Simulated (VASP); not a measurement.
Runs of VASP 6.6.1 on Y. The structure is that of space group Fm-3m (No. 225), or close to it. The cells are those of the table. 

```csv
task,cell,gap on the mesh (eV),pressure (GPa)
electric field gradients,"a = 3.503 Å, angles 60.0°, 1 atom",none,(b)
electric field gradients,"a = 3.583 Å, angles 60.0°, 1 atom",none,-3.9
electric field gradients,"a = 3.561 Å, angles 60.0°, 1 atom",none,(a)
single point,"a = 3.467 Å, angles 60.0°, 1 atom",none,-0.2
electric field gradients,"a = 3.443 Å, angles 60.0°, 1 atom",none,0.8
```

Alike in all rows: level LDA; potentials or basis VASP PAW LDA potentials, release 64 (Y_sv); no spin polarisation; k mesh 13 × 13 × 13; cutoff (eV) 520; smearing fermi-dirac 0.05 eV.

Q: Fill in the values left out.

A: (a) -3.3; (b) -1.5.

A k mesh can miss the band edges, and the runs leave out spin-orbit coupling on Y.

A gap of «none» marks levels without a gap at the run's occupations.
